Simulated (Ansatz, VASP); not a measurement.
## One calculation of Ge, two programs

```
CELL_PARAMETERS angstrom
0.00000 2.88598 2.88598
2.88598 0.00000 2.88598
2.88598 2.88598 0.00000
ATOMIC_POSITIONS crystal
Ge 0.50000 0.50000 0.50000
Ge 0.75000 0.75000 0.75000
```

Alike in both runs: task single point; functional PBE; k mesh 10 × 10 × 10; occupations fermi-dirac, width 0.05 eV; no spin polarisation.

|  | VASP | Ansatz |
| --- | --- | --- |
| version | VASP 6.6.1 | Ansatz 0.2.0 |
| potentials or method | VASP PAW PBE potentials, release 64 (Ge_d), cutoff 520 eV | plane waves (420 eV) with PAW, scalar-relativistic |
| valence electrons in the cell | 28 | 28 |

```tsv
	VASP	Ansatz	Ansatz less VASP
pressure (GPa)	-0.4	-0.3	+0.11
```
